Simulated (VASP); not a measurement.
# Se (P1) in VASP: single point with LDA

Aim: the single point of Se with LDA.

Everything below comes from runs of VASP 6.6.1. Logs are shortened: lines on timing, memory, paths and dates and some standing lists are left out, and cuts for length are marked.

**1. The cell of the first run**

The typed cell holds 3 atoms: a = 4.230 Å, b = 4.295 Å, c = 3.488 Å, α = 91.42°, β = 90.13°, γ = 120.26°.

**2. Single point, LDA**

INCAR reads:

```
PREC = Accurate
ENCUT = 520
EDIFF = 1E-7
ISMEAR = -1
SIGMA = 0.0146
LREAL = F
LASPH = T
NELM = 100
ALGO = Normal
ISIF = 2
LWAVE = F
LCHARG = T
LELF = T
LVHAR = T
NBANDS = 16
```

KPOINTS reads:

```
Automatic mesh
0
Gamma
  5 5 5
  0 0.5 0.5
```

POSCAR reads:

```
Se
1.0
   -0.0279474300      4.2295952600      0.0057278200
    3.7245446700     -2.1397498400     -0.0081887600
   -0.1093438300     -0.0040106800     -3.4858928400
Se
3
Direct
    0.3485474572      0.6717664400      0.3456165078
    0.6789408197      0.3405420401      0.6832671159
    1.0049967231      0.0095925199      0.0217903764
```

Potentials or basis: VASP PAW LDA potentials, release 64 (Se).

Launch:

```sh
cat potpaw_LDA.64/Se/POTCAR > POTCAR
mpirun -np 1 vasp_std > vasp.out
```

OUTCAR:

```text
PREC = Accurate
   ENCUT = 520
   EDIFF = 1E-7
   ISMEAR = -1
   LREAL = F
   LASPH = T
   NELM = 100
   ISIF = 2

 ion  position               nearest neighbor table
   1  0.349  0.672  0.346-   3 2.67   3 2.67   2 2.72   2 2.73   2 2.73   3 2.77
   2  0.679  0.341  0.683-   3 2.71   1 2.72   3 2.72   1 2.73   1 2.73   3 2.75
   3  0.005  0.010  0.022-   1 2.67   1 2.67   2 2.71   2 2.72   2 2.75   1 2.77

  LATTYP: Found a triclinic cell.
 ALAT       =     4.2464445234
 B/A-ratio  =     0.9960548046
 C/A-ratio  =     0.8213011209
 COS(alpha) =     0.0022963232
 COS(beta)  =     0.0272791925
 COS(gamma) =     0.4863761901

  Lattice vectors:

 A1 = (   3.6965972400,   2.0898454200,  -0.0024609400)
 A2 = (  -0.0279474300,   4.2295952600,   0.0057278200)
 A3 = (   0.1093438300,   0.0040106800,   3.4858928400)

Analysis of symmetry for initial positions (statically):
=====================================================================
 Subroutine PRICEL returns:
 Original cell was already a primitive cell.

 Routine SETGRP: Setting up the symmetry group for a
 triclinic supercell.

 Subroutine GETGRP returns: Found  1 space group operations
 (whereof  1 operations were pure point group operations)
 out of a pool of  2 trial point group operations.

The static configuration has the point symmetry C_1 .

Analysis of symmetry for dynamics (positions and initial velocities):
=====================================================================
 Subroutine PRICEL returns:
 Original cell was already a primitive cell.

 Routine SETGRP: Setting up the symmetry group for a
 triclinic supercell.

 Subroutine GETGRP returns: Found  1 space group operations
 (whereof  1 operations were pure point group operations)
 out of a pool of  2 trial point group operations.

The dynamic configuration has the point symmetry C_1 .

 Subroutine INISYM returns: Found  1 space group operations
 (whereof  1 operations are pure point group operations),
 and found     1 'primitive' translations

----------------------------------------------------------------------------------------
[... 82 lines left out ...]
   ions per type =               3
   NGX,Y,Z   is equivalent  to a cutoff of  12.58, 12.38, 13.35 a.u.
   NGXF,Y,Z  is equivalent  to a cutoff of  25.15, 24.77, 26.69 a.u.
 SYSTEM =  unknown system
   PREC   = accura    normal or accurate (medium, high low for compatibility)
   ISTART =      0    job   : 0-new  1-cont  2-samecut
   ICHARG =      2    charge: 1-file 2-atom 10-const
   ISPIN  =      1    spin polarized calculation?
   LNONCOLLINEAR =      F non collinear calculations
   LSORBIT =      F    spin-orbit coupling
   LASPH  =      T    aspherical Exc in radial PAW
   ENCUT  =  520.0 eV  38.22 Ry    6.18 a.u.   7.86  7.99  6.48*2*pi/ulx,y,z
   NELM   =    100;   NELMIN=  2; NELMDL= -5     # of ELM steps
   EDIFF  = 0.1E-06   stopping-criterion for ELM
   LREAL  =      F    real-space projection
   EDIFFG = 0.1E-05   stopping-criterion for IOM
   NSW    =      0    number of steps for IOM
   IBRION =     -1    ionic relax: 0-MD 1-quasi-New 2-CG
   NFREE  =      0    steps in history (QN), initial steepest desc. (CG)
   ISIF   =      2    stress and relaxation
   ISYM   =      2    0-nonsym 1-usesym 2-fastsym
   POTIM  = 0.5000    time-step for ionic-motion
   TEBEG  =    0.0;   TEEND  =   0.0 temperature during run
   PSTRESS=    0.0 pullay stress
   NELECT =      18.0000    total number of electrons
   NUPDOWN=      -1.0000    fix difference up-down
   EMIN   =  10.00;   EMAX   =-10.00  energy-range for DOS
   EFERMI =   0.00;   METHOD = LEGACY
   ISMEAR =    -1;   SIGMA  =   0.01  broadening in eV -4-tet -1-fermi 0-gaus
   EFERMI_NEDOS =   21; number of points for ismear=-14 and -15
   IALGO  =     38    algorithm
   IMIX   =      4    mixing-type and parameters
     AMIX     =   0.40;   BMIX     =  1.00
     AMIX_MAG =   1.60;   BMIX_MAG =  1.00
  volume/ion in A,a.u.               =      18.24       123.06
  Fermi-wavevector in a.u.,A,eV,Ry     =   1.130181  2.135732 17.378844  1.277309
  Thomas-Fermi vector in A             =   2.266877
   LORBIT       =      0    0 simple, 1 ext, 2 COOP (PROOUT), +10 PAW based schemes
   GGA     = CA    functional components
   LHFCALC =     F    Hartree Fock is set to
   AEXX    =    0.0000 exact exchange contribution
   IVDW    =     0    specifies the selected vdW correction
   LEPSILON=     F    determine dielectric tensor
   LRPA    =     F    only Hartree local field effects (RPA)
 non-spin polarized calculation
  energy-cutoff  :      520.00
  volume of cell :       54.71
 maximum number of plane-waves:      1489
   NGX = 15   NGY = 15   NGZ = 13

 number of electron      17.9999999 magnetization

 Free energy of the ion-electron system (eV)
  ---------------------------------------------------
  ext. energy  EPLUGINS =         0.00000000
  ---------------------------------------------------
  free energy    TOTEN  =       -11.76761056 eV

  energy without entropy =      -11.76677464  energy(sigma->0) =      -11.76719260

 E-fermi :   7.0890     XC(G=0): -11.1994

 val. band max:        7.0731955449   @ k =   0.2000  -0.1000   0.1000
 cond. band min:       7.1379031342   @ k =   0.2000   0.5000   0.5000
 fundamental gap:      0.0647075893
 Fermi energy:         7.0889782987

 k-point     1 :      -0.0000    0.1000    0.1000
  band No.  band energies     occupation
      1     -10.1569      2.00000
      2      -4.8177      2.00000
      3      -3.9905      2.00000
      4       1.4884      2.00000
      5       1.6822      2.00000
      6       2.8917      2.00000
[... 433 lines left out ...]
      3      -5.4079      2.00000
      4       0.1555      2.00000
      5       3.1828      2.00000
      6       3.8009      2.00000
[... 8 lines left out ...]
     15      15.5775      0.00000
     16      15.9931      0.00000

 [... further k-points ...]
[... 5 lines left out ...]
  --------------------------------------------------------------------------------------
  -------------------------------------------------------------------------------------
  Total        2.1008662      1.4967369      4.5694206     -0.0331835     -0.2408467     -0.3807472
  in kB       61.5256107     43.8331840    133.8192765     -0.9718073     -7.0533958    -11.1504983
  external PRESSURE =      79.7260238 kB  Pullay stress =       0.0000000 kB

 VOLUME and BASIS-vectors are now :
 -----------------------------------------------------------------------------
  energy-cutoff  :      520.00
  volume of cell :       54.71
      direct lattice vectors                 reciprocal lattice vectors
    -0.027947430  4.229595260  0.005727820     0.136339621  0.237336279 -0.004549703
     3.724544670 -2.139749840 -0.008188760     0.269500222  0.001792198 -0.008455617
    -0.109343830 -0.004010680 -3.485892840    -0.000409061  0.000385767 -0.286858164

 POSITION                                       TOTAL-FORCE (eV/Angst)
 -----------------------------------------------------------------------------------
      2.45449      0.03542     -1.20829         0.006226      0.000653     -0.004457
      1.17468      2.14023     -2.38070        -0.003906     -0.006051      0.002578
      0.03321      0.00052     -0.07601        -0.002321      0.005398      0.001879
 -----------------------------------------------------------------------------------
    total drift:                               -0.000145     -0.000125     -0.000247

  FREE ENERGIE OF THE ION-ELECTRON SYSTEM (eV)
  ---------------------------------------------------
  free  energy   TOTEN  =       -11.7676105630 eV

  energy  without entropy=      -11.7667746389  energy(sigma->0) =      -11.76719260
```

OSZICAR:

```text
N       E                     dE             d eps       ncg     rms          rms(c)
DAV:   1     0.685523302746E+02    0.68552E+02   -0.78012E+03  2016   0.985E+02
DAV:   2    -0.826832127832E+01   -0.76821E+02   -0.72933E+02  2752   0.162E+02
DAV:   3    -0.117670125336E+02   -0.34987E+01   -0.34793E+01  2448   0.364E+01
DAV:   4    -0.117824197979E+02   -0.15407E-01   -0.15405E-01  2728   0.289E+00
DAV:   5    -0.117824783432E+02   -0.58545E-04   -0.58544E-04  2456   0.170E-01    0.821E+00
DAV:   6    -0.117720454921E+02    0.10433E-01   -0.35847E-03  2752   0.368E-01    0.491E+00
DAV:   7    -0.117677070938E+02    0.43384E-02   -0.65577E-03  2712   0.504E-01    0.870E-02
DAV:   8    -0.117676096643E+02    0.97430E-04   -0.46771E-04  2432   0.129E-01    0.204E-02
DAV:   9    -0.117676105546E+02   -0.89033E-06   -0.11418E-05  2888   0.199E-02    0.826E-03
DAV:  10    -0.117676105630E+02   -0.84053E-08   -0.54957E-07  2376   0.461E-03
   1 F= -.11767611E+02 E0= -.11767193E+02  d E =-.835924E-03
```

Wall time 24 s (1 thread of Intel Xeon Platinum 8488C (Sapphire Rapids), shared host); peak memory 0.17 GiB.

What came out:

```
Free energy            : -11.7676 eV
Pressure               : 8.0 GPa
Largest force          : 0.008 eV/Å
Band gap on the k mesh : zero (bands 9 and 10 overlap by 3.63 eV)
```

Forces in eV/Å, atoms in the order of the input:
```
Se   0.006  0.001 -0.004
Se  -0.004 -0.006  0.003
Se  -0.002  0.005  0.002
```

Stress tensor (GPa, compression positive):
```
 6.15 -0.10 -1.12
-0.10  4.38 -0.71
-1.12 -0.71 13.38
```

Caveat: the k points lie up to 0.36 Å⁻¹ apart, too coarse for converged energies and pressures of a metal.
